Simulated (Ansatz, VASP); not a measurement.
# Pd in VASP and in Ansatz

```
CELL_PARAMETERS angstrom
2.53407 0.00000 0.00000
0.00000 2.53407 0.00000
0.00000 0.00000 2.53407
ATOMIC_POSITIONS crystal
Pd 0.00000 0.00000 0.00000
```

Alike in both runs: task single point; functional RPBE; k mesh 13 × 13 × 13; occupations fermi-dirac, width 0.1 eV; no spin polarisation.

```csv
,VASP,Ansatz
version,VASP 6.6.1,Ansatz 0.2.0
potentials or method,"VASP PAW PBE potentials, release 64 (Pd), cutoff 520 eV","plane waves (420 eV) with PAW, scalar-relativistic"
valence electrons in the cell,10,18
```

Ansatz gave:

* pressure (GPa): 18.8

Problem. Which values does VASP return?

Solution. Pressure (GPa): 18.3.

VASP's potentials were made for PBE, not for RPBE. VASP's potentials hold 10 valence electrons a cell and Ansatz's 18, so a difference there can come from the potentials and not from the codes.
